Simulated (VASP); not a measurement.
Wanted: the native input for a VASP 6.6.1 run.

```yaml
Task: relaxation of cell and atoms
Functional: PBEsol
Potentials_or_basis: VASP PAW PBE potentials, release 64 (Hf_pv, O)
Cutoff: 600 eV
k_mesh: 8 × 8 × 8
Occupations: gaussian, width 0.02 eV
Spin: no spin polarisation
Dipole_correction: no
Further_INCAR_settings: ALGO = Normal; EDIFF = 1e-07; IBRION = 2; EDIFFG = -0.005; NSW = 100; ISIF = 3
```

The structure of HfO2 lies in POSCAR:

```
HfO2
1.0
    0.0000000000      2.5234995086      2.5234995086
    2.5234995086      0.0000000000      2.5234995086
    2.5234995086      2.5234995086      0.0000000000
Hf O
1 2
Direct
    0.0000000000      0.0000000000      0.0000000000
    0.2500000000      0.2500000000      0.2500000000
    0.7500000000      0.7500000000      0.7500000000
```

One way to write it, as run:

INCAR

```
SYSTEM = HfO2
PREC = Accurate
ENCUT = 600
EDIFF = 1E-7
ISMEAR = 0
SIGMA = 0.02
LREAL = .False.
LASPH = .True.
NELM = 100
ALGO = Normal
ISIF = 3
LWAVE = .False.
LCHARG = .False.
GGA = PS
IBRION = 2
NSW = 100
EDIFFG = -0.005
```

KPOINTS

```
regular mesh
0
Gamma
  8 8 8
  0 0 0
```

Potentials or basis: VASP PAW PBE potentials, release 64 (Hf_pv, O).

Command:

```bash
$ cat potpaw_PBE.64/Hf_pv/POTCAR potpaw_PBE.64/O/POTCAR > POTCAR
$ mpirun -np 1 vasp_std > vasp.out
```

Results of the run:

```yaml
Relaxed_volume: 10.54 Å³/atom
Relaxed_cell: a = 3.549 Å, b = 3.549 Å, c = 3.549 Å, α = 60.00°, β = 60.00°, γ = 60.00°
Space_group_after_relaxing_to_0.05_Å: Fm-3m (No. 225)
Energy_gained_by_relaxing: 2.5 meV/atom
Ionic_steps: 3
Pressure_after_relaxing: 0.0 GPa
Band_gap_on_the_k_mesh: 3.75 eV, direct
```

Caveat: the PAW data sets were made with another functional, which shifts forces and pressure a little; spin-orbit coupling is left out, which moves the levels of the heavy elements.

Wall time 23 s on 1 thread of Intel(R) Xeon(R) 6975P-C (Granite Rapids), with other jobs on the host, peak memory 0.18 GiB.
